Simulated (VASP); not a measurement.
Crystal: BN.

```
B N
1.0
     2.54395    0.00000    0.00000
    -1.27197    2.20312    0.00000
     0.00000    0.00000    4.20782
B N
2 2
Cartesian
  1.2720 0.7344 0.0009
  0.0000 1.4687 2.1048
  1.2720 0.7344 1.5771
  0.0000 1.4687 3.6810
```

Base run:

| Property | Result |
| --- | --- |
| Program | VASP 6.6.1 |
| Functional | r2SCAN |
| Potentials or basis | VASP PAW PBE potentials, release 64 (B, N) |
| Cutoff | 520 eV |
| k mesh | 9 × 9 × 6 |
| Occupations | gaussian, width 0.01 eV |
| Spin | no spin polarisation |

Its results: band gap on the k mesh 5.72 eV, indirect (least direct gap 8.97 eV); pressure 1.1 GPa.

Problem. The run is repeated on the same cell with these changes: functional from r2SCAN to PBE. What comes out?

Solution. Band gap on the k mesh 5.19 eV, indirect (least direct gap 8.29 eV); pressure 4.9 GPa.

r2SCAN gives the wider gap, since meta-GGAs in the generalised Kohn-Sham scheme recover part of the derivative discontinuity.

Caveats: the PAW data sets were made with another functional, which shifts forces and pressure a little (some runs).

A k mesh can miss the band edges.
